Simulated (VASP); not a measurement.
Input of a VASP 6.6.1 run:

The input INCAR:

```
  PREC = Accurate
  ENCUT = 700
  EDIFF = 1E-6
  ISMEAR = -1
  SIGMA = 0.03
  LREAL = F
  LASPH = T
  NELM = 120
  ALGO = Normal
  ISIF = 2
  LWAVE = F
  LCHARG = F
  GGA = PS
  NBANDS = 53
  GGA_COMPAT = F
```

Contents of KPOINTS:

```
Automatic mesh
0
Gamma
  6 6 6
```

POSCAR

```
SbRh3N4
1.0
    5.1434285821      0.0000000000      0.0000000000
    0.0000000000      5.1434285821      0.0000000000
    0.0000000000      0.0000000000      5.1434285821
Sb Rh N
1 3 4
Direct
    0.0000000000      0.0000000000      0.0000000000
    0.0000000000      0.5000000000      0.0000000000
    0.0000000000      0.0000000000      0.5000000000
    0.5000000000      0.0000000000      0.0000000000
    0.7691222541      0.2308777459      0.7691222541
    0.2308777459      0.7691222541      0.7691222541
    0.7691222541      0.7691222541      0.2308777459
    0.2308777459      0.2308777459      0.2308777459
```

Potentials or basis: VASP PAW PBE potentials, release 64 (Sb_d_GW, Rh_sv_GW, N).

Command:

```sh
$ cat potpaw_PBE.64/Sb_d_GW/POTCAR potpaw_PBE.64/Rh_sv_GW/POTCAR potpaw_PBE.64/N/POTCAR > POTCAR
$ mpirun -np 1 vasp_std > vasp.out
```

**Question.** Estimate the pressure.

**Answer.** 0.0 GPa.

**Question.** What does it give for the band gap on the k mesh?

**Answer.** Zero (bands 43 and 44 overlap by 0.34 eV).

**Question.** Predict the largest force.

**Answer.** 0.042 eV/Å.

Forces in eV/Å, atoms in the order of the input:
```
Sb   0.000  0.000  0.000
Rh   0.000  0.000  0.000
Rh   0.000  0.000  0.000
Rh   0.000  0.000  0.000
N   -0.024  0.024 -0.024
N    0.024 -0.024 -0.024
N   -0.024 -0.024  0.024
N    0.024  0.024  0.024
```

Caveat: the PAW data sets were made with another functional, which shifts forces and pressure a little; spin-orbit coupling is left out, which moves the levels of the heavy elements.
